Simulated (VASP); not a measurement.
Wanted: the native input for a VASP 6.6.1 run.

| Item | Value |
| --- | --- |
| Task | single point |
| Functional | LDA |
| Potentials or basis | VASP PAW LDA potentials, release 64 (Re_sv_GW) |
| Cutoff | 560 eV |
| k mesh | 22 × 22 × 12 |
| Occupations | fermi-dirac, width 0.1 eV |
| Spin | no spin polarisation |
| Dipole correction | no |
| Further INCAR settings | ALGO = Normal; EDIFF = 1e-06; NBANDS = 22 |

The structure of Re lies in POSCAR:

```
Re
1.0
    2.6641036422      0.0000000000      0.0000000000
   -1.3320518211      2.3071814324      0.0000000000
    0.0000000000      0.0000000000      4.2909323696
Re
2
Direct
    0.3333333333      0.6666666667      0.2500000000
    0.6666666667      0.3333333333      0.7500000000
```

One way to write it, as run:

INCAR

```
SYSTEM = Re
PREC     = Accurate       ! precision mode
ENCUT    = 560            ! plane-wave cutoff, eV
EDIFF    = 1E-6           ! SCF threshold, eV
ISMEAR   = -1             ! smearing method
SIGMA    = 0.1            ! smearing width, eV
LREAL    = .FALSE.        ! projectors in reciprocal space
LASPH    = .TRUE.         ! aspherical terms in the spheres
NELM     = 120            ! most SCF steps
ALGO     = Normal         ! electronic algorithm
ISIF     = 2              ! what is computed and relaxed
LWAVE    = .FALSE.        ! write WAVECAR
LCHARG   = .FALSE.        ! write CHGCAR
NBANDS   = 22             ! bands
GGA_COMPAT= .FALSE.
```

KPOINTS

```
regular mesh
0
G
  22 22 12
  0 0 0
```

Potentials or basis: VASP PAW LDA potentials, release 64 (Re_sv_GW).

The run is started by

```sh
$ cat potpaw_LDA.64/Re_sv_GW/POTCAR > POTCAR
$ mpirun -np 1 vasp_std > vasp.out
```

It gave:

The pressure is 40.8 GPa and the band gap on the k mesh is zero (bands 15 and 16 overlap by 4.25 eV).

Caveat: the cell stands under pressure; spin-orbit coupling is left out, which moves the levels of the heavy elements.

Run time: 88 s on 1 thread of Intel(R) Xeon(R) Platinum 8488C (Sapphire Rapids) (shared host), peak memory 0.31 GiB.
